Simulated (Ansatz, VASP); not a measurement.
Two plane-wave programs on GaAs

POSCAR

```
GaAs
1.0
    0.0000000000      2.8268500000      2.8268500000
    2.8268500000      0.0000000000      2.8268500000
    2.8268500000      2.8268500000      0.0000000000
Ga As
1 1
Direct
    0.0000000000      0.0000000000      0.0000000000
    0.2500000000      0.2500000000      0.2500000000
```

Contents of INCAR.step1:

```
SYSTEM = GaAs
PREC     = Accurate       ! precision mode
ENCUT    = 600            ! plane-wave cutoff, eV
ISMEAR   = 0              ! smearing method
SIGMA    = 0.01           ! smearing width, eV
LREAL    = .False.        ! projectors in reciprocal space
LASPH    = .True.         ! aspherical terms in the spheres
NELM     = 60             ! most SCF steps
GGA      = PE             ! functional
ALGO     = Normal         ! electronic algorithm
EDIFF    = 1E-4           ! SCF threshold, eV
LWAVE    = .True.         ! write WAVECAR
LCHARG   = .False.        ! write CHGCAR
```

Contents of INCAR.step2:

```
SYSTEM = GaAs
PREC     = Accurate       ! precision mode
ENCUT    = 600            ! plane-wave cutoff, eV
EDIFF    = 1E-6           ! SCF threshold, eV
ISMEAR   = 0              ! smearing method
SIGMA    = 0.01           ! smearing width, eV
LREAL    = .False.        ! projectors in reciprocal space
LASPH    = .True.         ! aspherical terms in the spheres
NELM     = 60             ! most SCF steps
ALGO     = Normal         ! electronic algorithm
ISIF     = 3              ! what is computed and relaxed
LWAVE    = .False.        ! write WAVECAR
LCHARG   = .False.        ! write CHGCAR
METAGGA  = R2SCAN         ! meta-GGA
LMIXTAU  = .True.       
IBRION   = 2              ! ionic algorithm
NSW      = 80             ! ionic steps
EDIFFG   = -0.01          ! ionic threshold
ISTART   = 1
```

The input KPOINTS:

```
Automatic mesh
0
Gamma
  6 6 6
  0 0 0
```

Input for Ansatz:

```yaml
crystal:
  lattice:
    - [0.0, 2.82685, 2.82685]
    - [2.82685, 0.0, 2.82685]
    - [2.82685, 2.82685, 0.0]
  atoms:
    - { symbol: Ga, position: [0.0, 0.0, 0.0] }
    - { symbol: As, position: [0.25, 0.25, 0.25] }
basis:
  ecutwfc: 557.833418042754
kpoints:
  mp_grid:
    grid: [6, 6, 6]
hamiltonian:
  xc: r2scan
  dispersion: none
scf:
  occupations:
    method: fixed
relax:
  cell: {}
```

Alike in both runs: task relaxation of cell and atoms; functional r2SCAN; k mesh 6 × 6 × 6; no spin polarisation.

|  | VASP | Ansatz |
| --- | --- | --- |
| version | VASP 6.6.1 | Ansatz 0.2.0 |
| potentials or method | VASP PAW PBE potentials, release 64 (Ga_d, As), cutoff 600 eV | plane waves, PAW |
| occupations | gaussian, width 0.01 eV | fixed |
| valence electrons in the cell | 18 | 28 |

```csv
,VASP,Ansatz,Ansatz less VASP
relaxed volume (Å³/atom),22.78,22.74,-0.034
relaxed cell length with the largest relative difference (Å),4.009,4.007,-0.0020
```

VASP's potentials were made for PBE, not for r2SCAN. VASP's potentials hold 18 valence electrons a cell and Ansatz's 28, so a difference there can come from the potentials and not from the codes.
